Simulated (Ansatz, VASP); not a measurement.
**Si in VASP and in Ansatz**

INCAR

```
  PREC = Accurate
  ENCUT = 600
  EDIFF = 1E-7
  ISMEAR = 0
  SIGMA = 0.1
  LREAL = F
  LASPH = T
  NELM = 100
  ALGO = Normal
  ISIF = 3
  LWAVE = F
  LCHARG = F
  GGA = PE
  IBRION = 2
  NSW = 90
  EDIFFG = -0.04
```

Contents of KPOINTS:

```
Automatic mesh
0
Gamma
  6 6 6
```

File POSCAR:

```
Si
1.0
   -2.6183379600      2.6183379600      2.6183379600
    2.6183379600     -2.6183379600      2.6183379600
    2.6183379600      2.6183379600     -2.6183379600
Si
3
Direct
    0.0000000000      0.5000000000      0.5000000000
    0.5000000000      0.0000000000      0.5000000000
    0.5000000000      0.5000000000      0.0000000000
```

Input for Ansatz:

```yaml
crystal:
  lattice:
    - [-2.61833796, 2.61833796, 2.61833796]
    - [2.61833796, -2.61833796, 2.61833796]
    - [2.61833796, 2.61833796, -2.61833796]
  atoms:
    - { symbol: Si, position: [0.0, 0.5, 0.5] }
    - { symbol: Si, position: [0.5, 0.0, 0.5] }
    - { symbol: Si, position: [0.5, 0.5, 0.0] }
basis:
  ecutwfc: 420
kpoints:
  mp_grid: { grid: [6, 6, 6] }
hamiltonian:
  xc: pbe
scf:
  occupations: { method: gaussian, width: 0.1 }
  lower_state_search: "off"
output:
  forces: true
  stress: true
  eigenvalues: true
relax:
  adjacent_minimum: "off"
  f_tol: 0.04
  max_steps: 70
  cell: { stress_tol: 0.4 }
```

Alike in both runs: task relaxation of cell and atoms; functional PBE; k mesh 6 × 6 × 6; occupations gaussian, width 0.1 eV; no spin polarisation.

|  | VASP | Ansatz |
| --- | --- | --- |
| version | VASP 6.6.1 | Ansatz 0.2.0 |
| potentials or method | VASP PAW PBE potentials, release 64 (Si), cutoff 600 eV | scalar-relativistic, plane waves, PAW |
| valence electrons in the cell | 12 | 12 |

|  | VASP | Ansatz | Ansatz less VASP |
| --- | --- | --- | --- |
| gap on the k mesh at the Fermi level, each at its own relaxed structure (eV) | none | none | - |
| relaxed volume (Å³/atom) | 18.87 | 18.88 | +0.006 |
| relaxed cell length with the largest relative difference (Å) | 4.190 | 4.190 | +0.0004 |

A gap of «none» marks a metal or a gap that the smearing closes.

Noted on VASP's run: the volume moved by over 15 % at a fixed basis, so the end points are rough.
